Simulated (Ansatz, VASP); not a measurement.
Pt in VASP and in Ansatz

File INCAR:

```
SYSTEM = Pt
  ALGO = Fast
  EDIFF = 1E-6
  ENCUT = 520
  ISIF = 2
  ISMEAR = 0
  LASPH = .TRUE.
  LCHARG = .TRUE.
  LELF = .TRUE.
  LREAL = .FALSE.
  LVHAR = .TRUE.
  LWAVE = .FALSE.
  NBANDS = 11
  NELM = 80
  PREC = Accurate
  SIGMA = 0.15
```

KPOINTS

```
k-points
0
G
  22 22 22
  0 0 0
```

Contents of POSCAR:

```
Pt
1.0
   -1.5842200000      1.5842200000      1.6317466000
    1.5842200000     -1.5842200000      1.6317466000
    1.5842200000      1.5842200000     -1.6317466000
Pt
1
Direct
    0.0000000000      0.0000000000      0.0000000000
```

Input for Ansatz:

```yaml
crystal:
  lattice:
    - [-1.58422, 1.58422, 1.6317466]
    - [1.58422, -1.58422, 1.6317466]
    - [1.58422, 1.58422, -1.6317466]
  atoms:
    - { symbol: Pt, position: [0.0, 0.0, 0.0] }
basis:
  ecutwfc: 520.0
kpoints:
  mp_grid: { grid: [22, 22, 22] }
hamiltonian:
  xc: lda
scf:
  occupations: { method: gaussian, width: 0.15 }
output:
  forces: true
  stress: true
  eigenvalues: true
```

Change from the starting cell: strain +0.000 along x and y, +0.030 along z, atoms carried along.

Alike in both runs: task single point; functional LDA; k mesh 22 × 22 × 22; occupations gaussian, width 0.15 eV; no spin polarisation.

|  | VASP | Ansatz |
| --- | --- | --- |
| version | VASP 6.6.1 | Ansatz 0.2.0 |
| potentials or method | VASP PAW LDA potentials, release 64 (Pt), cutoff 520 eV | scalar-relativistic, plane waves, PAW |
| valence electrons in the cell | 10 | 18 |

|  | VASP | Ansatz | Ansatz less VASP |
| --- | --- | --- | --- |
| gap on the k mesh at the Fermi level (eV) | none | none | - |
| pressure (GPa) | -21.0 | -21.5 | -0.51 |
| traceless stress, the component that is largest in VASP (GPa) | 1.62 | 1.64 | +0.014 |

LDA's correlation is that of Perdew and Zunger in VASP and of Perdew and Wang (1992) in Ansatz. A gap of «none» marks a metal or a gap that the smearing closes. VASP's potentials hold 10 valence electrons a cell and Ansatz's 18, so a difference there can come from the potentials and not from the codes.

Neither program's run includes spin-orbit coupling.
